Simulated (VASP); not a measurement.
Set up this calculation in VASP 6.6.1, as the native input.

* Task: single point
* Functional: PBE
* Potentials or basis: VASP PAW PBE potentials, release 64 (K_sv, F)
* Cutoff: 520 eV
* k mesh: 8 × 8 × 8
* Occupations: gaussian, width 0.05 eV
* Spin: no spin polarisation
* Dipole correction: no
* Further INCAR settings: ALGO = Normal; EDIFF = 1e-07; NBANDS = 15

The structure of KF lies in POSCAR:

```
KF
1.0
   -0.1458934248      2.6961862797      2.6961862797
    2.6961862797     -0.1458934248      2.6961862797
    2.6961862797      2.6961862797     -0.1458934248
K F
1 1
Direct
    0.0000000000      0.0000000000      0.0000000000
    0.5000000000      0.5000000000      0.5000000000
```

These files were run (other wordings do the same):

INCAR

```
SYSTEM = KF
ALGO     = Normal         ! electronic algorithm
EDIFF    = 1E-7           ! SCF threshold, eV
ENCUT    = 520            ! plane-wave cutoff, eV
GGA      = PE             ! functional
ISIF     = 2              ! what is computed and relaxed
ISMEAR   = 0              ! smearing method
LASPH    = .TRUE.         ! aspherical terms in the spheres
LCHARG   = .FALSE.        ! write CHGCAR
LREAL    = .FALSE.        ! projectors in reciprocal space
LWAVE    = .FALSE.        ! write WAVECAR
NBANDS   = 15             ! bands
NELM     = 100            ! most SCF steps
PREC     = Accurate       ! precision mode
SIGMA    = 0.05           ! smearing width, eV
```

KPOINTS

```
k-points
0
G
  8 8 8
  0 0 0
```

Potentials or basis: VASP PAW PBE potentials, release 64 (K_sv, F).

Run with:

```console
$ cat potpaw_PBE.64/K_sv/POTCAR potpaw_PBE.64/F/POTCAR > POTCAR
$ mpirun -np 1 vasp_std > vasp.out
```

It gave:

```
Pressure               : -1.6 GPa
Band gap on the k mesh : 5.57 eV
```

It took 28 s on 1 thread of Intel(R) Xeon(R) Platinum 8488C (Sapphire Rapids), on a shared host, peak memory 0.17 GiB.
